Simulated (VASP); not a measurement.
# K7Te4Se12 (a cell with a defect) in VASP: a series of runs, part 2 of 2

VASP 6.6.1.

### Step 3. Single point, PBEsol

The input, INCAR:

```
PREC = Accurate
ENCUT = 520
EDIFF = 1E-6
ISMEAR = -1
SIGMA = 0.05
LREAL = Auto
LASPH = T
NELM = 60
ALGO = Normal
ISIF = 2
LWAVE = F
LCHARG = F
GGA = PS
NELECT = 160.0
NBANDS = 96
```

The input, KPOINTS:

```
Automatic mesh
0
Gamma
  1 2 1
```

The input, POSCAR:

```
K7Te4Se12
1.0
   10.4782570000      0.0000000000      0.0000000000
    0.0000000000      6.7667110000      0.0000000000
   -3.5666880000      0.0000000000     13.0265400000
K Te Se
7 4 12
Direct
    0.5260530389      0.6775522111      0.1169765724
    0.5074981386      0.2602002657      0.3758096931
    0.4757561880      0.2079740069      0.8772552036
    0.4866572967      0.7640639596      0.6607587280
    0.1091533495      0.3306185235      0.0584959629
    0.8606484359      0.7152958062      0.4842575235
    0.1227810678      0.2501658487      0.5154169872
    0.8222468145      0.2722740782      0.1704980755
    0.7942736051      0.1717673475      0.6549782214
    0.2248362390      0.7310789540      0.8438618390
    0.2188938323      0.7497142999      0.3396220332
    0.8235524399      0.8161424361      0.7063118833
    0.5862310084      0.1715456741      0.1680492287
    0.1514510378      0.3978003494      0.7877456331
    0.1651779140      0.1102455831      0.2854403395
    0.8223191887      0.2449786905      0.4832135011
    0.4747023260      0.7482512553      0.3883302857
    0.4734334899      0.6765768480      0.8862445438
    0.5483557074      0.2449786905      0.6478312737
    0.7986378283      0.3145102547      0.9825172302
    0.2220378927      0.7757683164      0.0244961440
    0.1809683200      0.7379951649      0.5174359423
    0.8332007062      0.6213949436      0.2254167262
```

Potentials or basis: VASP PAW PBE potentials, release 64 (K_sv, Te, Se).

Launch:

```bash
cat potpaw_PBE.64/K_sv/POTCAR potpaw_PBE.64/Te/POTCAR potpaw_PBE.64/Se/POTCAR > POTCAR
mpirun -np 1 vasp_std > vasp.out
```

OUTCAR:

```text
PREC = Accurate
   ENCUT = 520
   EDIFF = 1E-6
   ISMEAR = -1
   LREAL = Auto
   LASPH = T
   NELM = 60
   ISIF = 2
   GGA = PS
   NELECT = 160.0

 ion  position               nearest neighbor table
   1  0.526  0.678  0.117-  18 3.02  21 3.17  23 3.19
   2  0.507  0.260  0.376-  13 3.18  16 3.24
   3  0.476  0.208  0.877-  18 3.17
   4  0.487  0.764  0.661-  18 3.14  22 3.28
   5  0.109  0.331  0.058-  20 3.14   8 3.73
   6  0.861  0.715  0.484-  12 3.20  16 3.21  22 3.27
   7  0.123  0.250  0.515-  16 3.06
   8  0.822  0.272  0.170-  23 2.47  20 2.50  13 2.56   5 3.73
   9  0.794  0.172  0.655-  16 2.46  12 2.50  19 2.60
  10  0.225  0.731  0.844-  14 2.44  21 2.47  18 2.54
  11  0.219  0.750  0.340-  22 2.54  15 2.57  17 2.59
  12  0.824  0.816  0.706-   9 2.50   6 3.20
  13  0.586  0.172  0.168-   8 2.56   2 3.18
  14  0.151  0.398  0.788-  10 2.44
  15  0.165  0.110  0.285-  11 2.57
  16  0.822  0.245  0.483-   9 2.46   7 3.06   6 3.21   2 3.24
  17  0.475  0.748  0.388-  11 2.59
  18  0.473  0.677  0.886-  10 2.54   1 3.02   4 3.14   3 3.17
  19  0.548  0.245  0.648-   9 2.60
  20  0.799  0.315  0.983-   8 2.50   5 3.14
  21  0.222  0.776  0.024-  10 2.47   1 3.17
  22  0.181  0.738  0.517-  11 2.54   6 3.27   4 3.28
  23  0.833  0.621  0.225-   8 2.47   1 3.19

  LATTYP: Found a simple monoclinic cell.
 ALAT       =    10.4782570000
 B/A-ratio  =     0.6457859356
 C/A-ratio  =     1.2889547327
 COS(beta)  =    -0.2640817620

  Lattice vectors:

 A1 = (  10.4782570000,   0.0000000000,   0.0000000000)
 A2 = (   0.0000000000,   6.7667110000,   0.0000000000)
 A3 = (  -3.5666880000,   0.0000000000,  13.0265400000)

Analysis of symmetry for initial positions (statically):
=====================================================================
 Subroutine PRICEL returns:
 Original cell was already a primitive cell.
[... 167 lines left out ...]
   LHFCALC =     F    Hartree Fock is set to
   AEXX    =    0.0000 exact exchange contribution
   IVDW    =     0    specifies the selected vdW correction
   LEPSILON=     F    determine dielectric tensor
   LRPA    =     F    only Hartree local field effects (RPA)
 non-spin polarized calculation
  energy-cutoff  :      520.00
  volume of cell :      923.63
 maximum number of plane-waves:     24931
 NGX is ok and might be reduce to    80
   NGX = 39   NGY = 25   NGZ = 51

 number of electron     160.0000000 magnetization

 Free energy of the ion-electron system (eV)
  ---------------------------------------------------
  ext. energy  EPLUGINS =         0.00000000
  ---------------------------------------------------
  free energy    TOTEN  =       -79.18874011 eV

  energy without entropy =      -79.18872275  energy(sigma->0) =      -79.18873143

 E-fermi :   0.7481     XC(G=0):  -7.3149

 val. band max:        0.1616073350   @ k =   0.0000   0.0000   0.0000
 cond. band min:       1.3080888597   @ k =   0.0000   0.5000   0.0000
 fundamental gap:      1.1464815246
 Fermi energy:         0.7481091396

 k-point     1 :       0.0000    0.0000    0.0000
  band No.  band energies     occupation
      1     -29.6272      2.00000
      2     -29.4767      2.00000
      3     -29.2980      2.00000
      4     -29.1782      2.00000
      5     -29.0256      2.00000
      6     -28.9874      2.00000
[... 84 lines left out ...]
     91       3.4049      0.00000
     92       3.5327      0.00000

 k-point     2 :       0.0000    0.5000    0.0000
  band No.  band energies     occupation
      1     -29.6272      2.00000
      2     -29.4767      2.00000
      3     -29.2980      2.00000
      4     -29.1782      2.00000
      5     -29.0256      2.00000
      6     -28.9874      2.00000
[... 84 lines left out ...]
     91       3.2252      0.00000
     92       3.4423      0.00000
 [bands above 92 left out]

------------------------ aborting loop because EDIFF is reached ----------------------------------------

  FORCE on cell =-STRESS in cart. coord.  units (eV):
  Direction    XX          YY          ZZ          XY          YZ          ZX
  --------------------------------------------------------------------------------------
  -------------------------------------------------------------------------------------
  Total        2.0827261      2.1122980      4.0962471      1.2619627      2.0573691     -1.8799167
  in kB        3.6128256      3.6641228      7.1056037      2.1890785      3.5688397     -3.2610197
  external PRESSURE =       4.7941840 kB  Pullay stress =       0.0000000 kB

 VOLUME and BASIS-vectors are now :
 -----------------------------------------------------------------------------
  energy-cutoff  :      520.00
  volume of cell :      923.63
      direct lattice vectors                 reciprocal lattice vectors
    10.478257000  0.000000000  0.000000000     0.095435720  0.000000000  0.026130457
     0.000000000  6.766711000  0.000000000     0.000000000  0.147782283  0.000000000
    -3.566688000  0.000000000 13.026540000     0.000000000  0.000000000  0.076766355

 POSITION                                       TOTAL-FORCE (eV/Angst)
 -----------------------------------------------------------------------------------
      5.09490      4.58480      1.52380         0.083987      0.055048      0.465537
      3.97730      1.76070      4.89550        -0.163087     -0.163372      0.167908
      1.85620      1.40730     11.42760         0.154643     -0.122058      0.217509
      2.74260      5.17020      8.60740         0.402341     -0.119751     -0.314435
      0.93510      2.23720      0.76200         0.205692     -0.101693     -0.282461
      7.29090      4.84020      6.30820        -0.092157      0.185785     -0.192403
[... 15 lines left out ...]
      0.05070      4.99380      6.74040        -0.065578     -0.029992     -0.199967
      7.92650      4.20480      2.93640         0.313627      0.364377      0.579000
 -----------------------------------------------------------------------------------
    total drift:                                0.006472     -0.002233      0.023548

  FREE ENERGIE OF THE ION-ELECTRON SYSTEM (eV)
  ---------------------------------------------------
  free  energy   TOTEN  =       -79.1887401092 eV

  energy  without entropy=      -79.1887227490  energy(sigma->0) =      -79.18873143
```

Run time: 6.2 min. Hardware: 1 thread of Intel Xeon Platinum 8488C (Sapphire Rapids), shared host; peak memory 0.81 GiB.

Results:

* Free energy: -79.1887 eV
* Largest force: 1.663 eV/Å

Forces on the atoms (eV/Å):
```
K    0.084  0.055  0.466
K   -0.163 -0.163  0.168
K    0.155 -0.122  0.218
K    0.402 -0.120 -0.314
K    0.206 -0.102 -0.282
K   -0.092  0.186 -0.192
K    0.422 -0.069  0.075
Te  -0.634 -0.339 -0.456
Te  -0.798  0.146  1.452
Te   0.553  0.325  0.192
Te   0.656  0.797  0.347
Se   0.095  0.189 -0.322
Se   0.108  0.070 -0.173
Se  -0.315 -0.808 -0.264
Se   0.110 -0.392  0.234
Se  -0.066 -0.357 -0.799
Se  -0.745 -0.093 -0.399
Se   0.069  0.401 -0.564
Se   0.366 -0.070 -0.232
Se  -0.054 -0.077  0.144
Se  -0.608  0.208  0.324
Se  -0.066 -0.030 -0.200
Se   0.314  0.364  0.579
```

Caveat: the k points lie up to 0.62 Å⁻¹ apart; the cell carries a net charge on a neutralising background, which shifts energy and pressure; the cell is charged against a uniform background, so pressure and absolute levels hang on convention; the PAW data sets were made with another functional, which shifts forces and pressure a little; spin-orbit coupling is left out, which moves the levels of the heavy elements.

### Step 4. Single point, PBEsol

The input, INCAR:

```
ALGO     = Normal         # electronic algorithm
EDIFF    = 1E-6           # SCF threshold, eV
ENCUT    = 520            # plane-wave cutoff, eV
GGA      = PS             # functional
ISIF     = 2              # what is computed and relaxed
ISMEAR   = -1             # smearing method
LASPH    = True           # aspherical terms in the spheres
LCHARG   = False          # write CHGCAR
LREAL    = Auto         
LWAVE    = False          # write WAVECAR
NBANDS   = 96             # bands
NELECT   = 160.0        
NELM     = 80             # most SCF steps
PREC     = Accurate       # precision mode
SIGMA    = 0.05           # smearing width, eV
```

The input, KPOINTS:

```
k-points
0
Gamma
  1 2 1
```

The input, POSCAR:

```
K7Te4Se12
1.0
   10.4782570000      0.0000000000      0.0000000000
    0.0000000000      6.7667110000      0.0000000000
   -3.5666880000      0.0000000000     13.0265400000
K Te Se
7 4 12
Direct
    0.5763676012      0.6554144251      0.1345023314
    0.4692485394      0.2064666276      0.4090648783
    0.4752513792      0.1942302546      0.9026878972
    0.5100067407      0.7998716068      0.6417667316
    0.0869444707      0.3287564668      0.0200820786
    0.8789654986      0.7479704690      0.4500888187
    0.1988270388      0.2961852516      0.5785649912
    0.8226261183      0.2461166141      0.1875094998
    0.8028565651      0.1616885958      0.6671840719
    0.2151950547      0.7254041143      0.8688646410
    0.2170300098      0.7800392244      0.3381557958
    0.8420032677      0.7825958579      0.6910967916
    0.5784392932      0.1904618063      0.1636351633
    0.1231982479      0.3859186538      0.7946315752
    0.1673892653      0.1400089349      0.2885724068
    0.8116600971      0.1972154567      0.4775251141
    0.4750844461      0.7159017136      0.3730230744
    0.4677518939      0.6699414235      0.8851698149
    0.5470587092      0.2716386144      0.6459274681
    0.7846352453      0.2885744640      0.9945388415
    0.2127050352      0.7813101520      0.0516944638
    0.1850533641      0.7689851096      0.5118857348
    0.9036872775      0.5967005241      0.2464660608
```

Launch:

```bash
cat potpaw_PBE.64/K_sv/POTCAR potpaw_PBE.64/Te/POTCAR potpaw_PBE.64/Se/POTCAR > POTCAR
mpirun -np 1 vasp_std > vasp.out
```

It took 5.6 min on 1 thread of Intel Xeon Platinum 8488C (Sapphire Rapids), shared host; peak memory 0.81 GiB.

It converged, with:

```yaml
Free_energy: -78.8037 eV
Largest_force: 1.303 eV/Å
```

Forces in eV/Å, atoms in the order of the input:
```
K   -0.138  0.345  0.072
K    0.514  0.103 -0.403
K    0.068 -0.098  0.002
K    0.121 -0.403 -0.012
K    0.074 -0.136  0.257
K   -0.544 -0.103  0.414
K   -0.144 -0.122 -0.231
Te  -0.003  0.232 -0.784
Te  -0.307 -0.736 -1.030
Te   0.712 -0.238 -0.010
Te   1.011 -0.061 -0.763
Se  -0.185  1.183  0.023
Se  -0.256 -0.112  0.536
Se   0.119  0.214  0.269
Se  -0.017 -0.225  0.116
Se  -0.182  0.372  0.884
Se  -0.910  0.223 -0.053
Se  -0.830  0.396 -0.279
Se   0.627 -0.301  0.559
Se   0.210 -0.026  0.398
Se   0.105 -0.135 -0.402
Se   0.109  0.140  0.877
Se  -0.154 -0.513 -0.437
```

Levels at points of the mesh, in eV from the Fermi level:
```tsv
k point	band 76	band 77	band 78	band 79	band 80	band 81	band 82	band 83	band 84	band 85
(0.00, 0.00, 0.00)	-0.96	-0.88	-0.78	-0.67	-0.57	0.62	0.86	1.10	1.23	1.57
(0.00, 0.50, 0.00)	-0.92	-0.92	-0.85	-0.71	-0.59	0.55	0.94	1.00	1.13	1.17
```

Caveat: the k points lie up to 0.62 Å⁻¹ apart; the cell carries a net charge on a neutralising background, which shifts energy and pressure; the cell is charged against a uniform background, so pressure and absolute levels hang on convention; the PAW data sets were made with another functional, which shifts forces and pressure a little; spin-orbit coupling is left out, which moves the levels of the heavy elements.
